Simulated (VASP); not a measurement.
Runs of VASP 6.6.1 on KBr. The structure is that of space group Fm-3m (No. 225), or close to it. The cells are those of the table. 

```csv
cell,gap on the mesh (eV),pressure (GPa)
"a = 4.689, b = 4.632, c = 4.632 Å, angles 59.2, 59.6, 59.6°, 2 atoms",4.30,0.1
"a = 4.660, b = 4.631, c = 4.631 Å, angles 59.6, 59.8, 59.8°, 2 atoms",4.32,0.1
"a = 4.718, b = 4.632, c = 4.632 Å, angles 58.8, 59.4, 59.4°, 2 atoms",4.29,0.1
"a = 4.516, b = 4.632, c = 4.632 Å, angles 61.7, 60.8, 60.8°, 2 atoms",(a),0.1
```

Alike in all rows: task single point; level PBEsol; potentials or basis VASP PAW PBE potentials, release 64 (K_sv, Br); no spin polarisation; k mesh 6 × 6 × 6; cutoff (eV) 520; smearing gaussian 0.05 eV.

Question: Fill in the values left out.

Answer: (a) 4.27.

Caveats: the PAW data sets were made with another functional, which shifts forces and pressure a little.

A k mesh can miss the band edges, and the runs leave out spin-orbit coupling on Br.
